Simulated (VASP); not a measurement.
# P (Cmce) in VASP: single point with PBE

Aim: the single point of P with PBE.

All numbers are computed with VASP 6.6.1; they aren't measurements. Logs are shortened: lines on timing, memory, paths and dates and some standing lists are left out, and cuts for length are marked.

**1. The cell of the first run**

Symmetry: Cmce, No. 64, orthorhombic system. The conventional cell has a = 3.310 Å, b = 11.271 Å, c = 4.559 Å, α = 90.00°, β = 90.00°, γ = 90.00°. Within 2.9 Å of P (site symmetry m) lie 3 P at 2.23 to 2.26 Å.

**2. Single point, PBE**

Input file INCAR:

```
SYSTEM = P
ALGO = Normal
EDIFF = 1E-7
ENCUT = 520
GGA = PE
ISIF = 2
ISMEAR = 0
LASPH = .TRUE.
LCHARG = .FALSE.
LREAL = .FALSE.
LWAVE = .FALSE.
NBANDS = 18
NELM = 100
PREC = Accurate
SIGMA = 0.1
```

Input file KPOINTS:

```
k-points
0
G
  14 14 10
  0 0 0
```

Input file POSCAR:

```
P
1.0
    1.6547643641     -5.6357438191      0.0000000000
    1.6547643641      5.6357438191      0.0000000000
    0.0000000000      0.0000000000      4.5591856784
P
4
Direct
    0.0941970811      0.9058029189      0.0863805418
    0.5941970811      0.4058029189      0.4136194582
    0.9058029189      0.0941970811      0.9136194582
    0.4058029189      0.5941970811      0.5863805418
```

Potentials or basis: VASP PAW PBE potentials, release 64 (P).

Command:

```
cat potpaw_PBE.64/P/POTCAR > POTCAR
mpirun -np 1 vasp_std > vasp.out
```

OUTCAR:

```text
SYSTEM = P
   EDIFF = 1E-7
   ENCUT = 520
   GGA = PE
   ISIF = 2
   ISMEAR = 0
   LASPH = .TRUE.
   LREAL = .FALSE.
   NELM = 100
   PREC = Accurate

 ion  position               nearest neighbor table
   1  0.094  0.906  0.086-   2 2.23   2 2.23   3 2.26
   2  0.594  0.406  0.414-   1 2.23   1 2.23   4 2.26
   3  0.906  0.094  0.914-   4 2.23   4 2.23   1 2.26
   4  0.406  0.594  0.586-   3 2.23   3 2.23   2 2.26

  LATTYP: Found a base centered orthorhombic cell.
 ALAT       =     3.3095287282
 B/A-ratio  =     3.4057681815
 C/A-ratio  =     1.3775936252

  Lattice vectors:

 A1 = (   1.6547643641,  -5.6357438191,   0.0000000000)
 A2 = (   1.6547643641,   5.6357438191,   0.0000000000)
 A3 = (   0.0000000000,   0.0000000000,   4.5591856784)

Analysis of symmetry for initial positions (statically):
=====================================================================
 Subroutine PRICEL returns:
 Original cell was already a primitive cell.

 Routine SETGRP: Setting up the symmetry group for a
 base centered orthorhombic supercell.

 Subroutine GETGRP returns: Found  8 space group operations
 (whereof  4 operations were pure point group operations)
 out of a pool of  8 trial point group operations.

The static configuration has the point symmetry C_2h.
 The point group associated with its full space group is D_2h.

Analysis of symmetry for dynamics (positions and initial velocities):
=====================================================================
 Subroutine PRICEL returns:
 Original cell was already a primitive cell.

 Routine SETGRP: Setting up the symmetry group for a
 base centered orthorhombic supercell.

 Subroutine GETGRP returns: Found  8 space group operations
 (whereof  4 operations were pure point group operations)
 out of a pool of  8 trial point group operations.

The dynamic configuration has the point symmetry C_2h.
 The point group associated with its full space group is D_2h.

 Subroutine INISYM returns: Found  8 space group operations
 (whereof  4 operations are pure point group operations),
 and found     1 'primitive' translations

----------------------------------------------------------------------------------------

                                     Primitive cell

  volume of cell :      85.0364

  direct lattice vectors                    reciprocal lattice vectors
     1.654764364 -5.635743819  0.000000000     0.302157824 -0.088719434  0.000000000
     1.654764364  5.635743819  0.000000000     0.302157824  0.088719434  0.000000000
[... 93 lines left out ...]
   IBRION =     -1    ionic relax: 0-MD 1-quasi-New 2-CG
   NFREE  =      0    steps in history (QN), initial steepest desc. (CG)
   ISIF   =      2    stress and relaxation
   ISYM   =      2    0-nonsym 1-usesym 2-fastsym
   POTIM  = 0.5000    time-step for ionic-motion
   TEBEG  =    0.0;   TEEND  =   0.0 temperature during run
   PSTRESS=    0.0 pullay stress
   NELECT =      20.0000    total number of electrons
   NUPDOWN=      -1.0000    fix difference up-down
   EMIN   =  10.00;   EMAX   =-10.00  energy-range for DOS
   EFERMI =   0.00;   METHOD = LEGACY
   ISMEAR =     0;   SIGMA  =   0.10  broadening in eV -4-tet -1-fermi 0-gaus
   EFERMI_NEDOS =   21; number of points for ismear=-14 and -15
   IALGO  =     38    algorithm
   IMIX   =      4    mixing-type and parameters
     AMIX     =   0.40;   BMIX     =  1.00
     AMIX_MAG =   1.60;   BMIX_MAG =  1.00
  volume/ion in A,a.u.               =      21.26       143.46
  Fermi-wavevector in a.u.,A,eV,Ry     =   1.010532  1.909628 13.893920  1.021174
  Thomas-Fermi vector in A             =   2.143527
   LORBIT       =      0    0 simple, 1 ext, 2 COOP (PROOUT), +10 PAW based schemes
   GGA     = PE    functional components
   LHFCALC =     F    Hartree Fock is set to
   AEXX    =    0.0000 exact exchange contribution
   IVDW    =     0    specifies the selected vdW correction
   LEPSILON=     F    determine dielectric tensor
   LRPA    =     F    only Hartree local field effects (RPA)
 non-spin polarized calculation
 Gauss-broadening in eV      SIGMA  =   0.10
  energy-cutoff  :      520.00
  volume of cell :       85.04
 maximum number of plane-waves:      2311
 NGX is ok and might be reduce to    48
   NGX = 21   NGY = 21   NGZ = 17

 number of electron      19.9999999 magnetization

 Free energy of the ion-electron system (eV)
  ---------------------------------------------------
  ext. energy  EPLUGINS =         0.00000000
  ---------------------------------------------------
  free energy    TOTEN  =       -21.50921647 eV

  energy without entropy =      -21.50913009  energy(sigma->0) =      -21.50917328

 E-fermi :   5.4258     XC(G=0):  -9.2373

 val. band max:        5.3504721744   @ k =   0.5000   0.5000   0.0000
 cond. band min:       5.4834679570   @ k =   0.5000   0.5000   0.0000
 fundamental gap:      0.1329957826
 Fermi energy:         5.4257597483

 k-point     1 :       0.0000    0.0000    0.0000
  band No.  band energies     occupation
      1     -10.1164      2.00000
      2      -7.4632      2.00000
      3      -4.2275      2.00000
      4      -1.1142      2.00000
      5       0.3784      2.00000
      6       0.6086      2.00000
[... 481 lines left out ...]
      5      -0.2268      2.00000
      6       0.0787      2.00000
[... 10 lines left out ...]
     17      11.6211      0.00000
     18      12.3951      0.00000

 [... further k-points ...]

------------------------ aborting loop because EDIFF is reached ----------------------------------------

  FORCE on cell =-STRESS in cart. coord.  units (eV):
  Direction    XX          YY          ZZ          XY          YZ          ZX
  --------------------------------------------------------------------------------------
  -------------------------------------------------------------------------------------
  Total       -0.1493044     -0.1497939     -0.1538985      0.0000000      0.0000000      0.0000000
  in kB       -2.8130563     -2.8222802     -2.8996143      0.0000000      0.0000000      0.0000000
  external PRESSURE =      -2.8449836 kB  Pullay stress =       0.0000000 kB

 VOLUME and BASIS-vectors are now :
 -----------------------------------------------------------------------------
  energy-cutoff  :      520.00
  volume of cell :       85.04
      direct lattice vectors                 reciprocal lattice vectors
     1.654764364 -5.635743819  0.000000000     0.302157824 -0.088719434  0.000000000
     1.654764364  5.635743819  0.000000000     0.302157824  0.088719434  0.000000000
     0.000000000  0.000000000  4.559185678     0.000000000  0.000000000  0.219337415

 POSITION                                       TOTAL-FORCE (eV/Angst)
 -----------------------------------------------------------------------------------
      1.65476      4.57400      0.39382         0.000000      0.038429      0.032770
      1.65476     -1.06174      1.88577         0.000000      0.038429     -0.032770
      1.65476     -4.57400      4.16536         0.000000     -0.038429     -0.032770
      1.65476      1.06174      2.67342         0.000000     -0.038429      0.032770
 -----------------------------------------------------------------------------------
    total drift:                               -0.000000      0.000000     -0.000000

  FREE ENERGIE OF THE ION-ELECTRON SYSTEM (eV)
  ---------------------------------------------------
  free  energy   TOTEN  =       -21.5092164728 eV

  energy  without entropy=      -21.5091300933  energy(sigma->0) =      -21.50917328
```

OSZICAR:

```text
N       E                     dE             d eps       ncg     rms          rms(c)
DAV:   1     0.588290330059E+02    0.58829E+02   -0.81237E+03 12312   0.930E+02
DAV:   2    -0.177433637196E+02   -0.76572E+02   -0.73323E+02 16320   0.149E+02
DAV:   3    -0.216196782817E+02   -0.38763E+01   -0.38497E+01 16466   0.341E+01
DAV:   4    -0.216646415773E+02   -0.44963E-01   -0.44926E-01 16248   0.437E+00
DAV:   5    -0.216655590639E+02   -0.91749E-03   -0.91737E-03 16002   0.594E-01    0.998E+00
DAV:   6    -0.215546972594E+02    0.11086E+00   -0.58642E-02 14612   0.124E+00    0.592E+00
DAV:   7    -0.215087272591E+02    0.45970E-01   -0.10726E-01 14870   0.171E+00    0.269E-01
DAV:   8    -0.215090437909E+02   -0.31653E-03   -0.10493E-02 13936   0.576E-01    0.138E-01
DAV:   9    -0.215091541307E+02   -0.11034E-03   -0.42525E-04 16502   0.123E-01    0.790E-02
DAV:  10    -0.215092017735E+02   -0.47643E-04   -0.62215E-05 15026   0.422E-02    0.332E-02
DAV:  11    -0.215092158428E+02   -0.14069E-04   -0.18443E-05 14478   0.280E-02    0.934E-03
DAV:  12    -0.215092166303E+02   -0.78746E-06   -0.90368E-07 16038   0.545E-03    0.305E-03
DAV:  13    -0.215092164689E+02    0.16142E-06   -0.13343E-07 11112   0.206E-03    0.900E-04
DAV:  14    -0.215092164728E+02   -0.39240E-08   -0.79044E-09  7280   0.622E-04
   1 F= -.21509216E+02 E0= -.21509173E+02  d E =-.863794E-04
```

stdout:

```text
POSCAR found type information on POSCAR P
 POSCAR found :  1 types and       4 ions
 scaLAPACK will be used
 LDA part: xc-table for (Slater+PW92), standard interpolation
 POSCAR, INCAR and KPOINTS ok, starting setup
 FFT: planning ... GRIDC
 FFT: planning ... GRID_SOFT
 FFT: planning ... GRID
 WAVECAR not read
 entering main loop
```

It took 14 min on 1 thread of Intel Xeon 8259CL, shared host; peak memory 0.53 GiB.

Results:

```yaml
Free_energy: -21.5092 eV
Pressure: -0.3 GPa
Largest_force: 0.051 eV/Å
Band_gap_on_the_k_mesh: 0.13 eV
```

Forces in eV/Å, atoms in the order of the input:
```
P    0.000  0.038  0.033
P    0.000  0.038 -0.033
P    0.000 -0.038 -0.033
P    0.000 -0.038  0.033
```

Caveat: semilocal functionals underestimate gaps, and a narrow one can read as zero.
